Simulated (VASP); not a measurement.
Here is a VASP 6.6.1 calculation.

The input INCAR:

```
ALGO = Normal ; EDIFF = 1E-6
ENCUT = 520 ; GGA = CA
ISIF = 2 ; ISMEAR = -1
LASPH = True ; LCHARG = False
LREAL = False ; LWAVE = False
NBANDS = 10 ; NELM = 60
PREC = Accurate ; SIGMA = 0.05
```

File KPOINTS:

```
k-points
0
Gamma
  12 12 12
```

File POSCAR:

```
Na
1.0
    3.2932823598      0.0000000000      0.0000000000
    0.0000000000      3.2932823598      0.0000000000
    0.0000000000      0.0000000000      3.2932823598
Na
1
Direct
    0.0000000000      0.0000000000      0.0000000000
```

Potentials or basis: VASP PAW LDA potentials, release 64 (Na_pv).

The run is started by

```sh
$ cat potpaw_LDA.64/Na_pv/POTCAR > POTCAR
$ mpirun -np 1 vasp_std > vasp.out
```

Task: Estimate the pressure.

Result: 0.0 GPa.

Task: Predict the band gap on the k mesh.

Result: Zero (an odd number of electrons rules out a gap without spin polarisation).
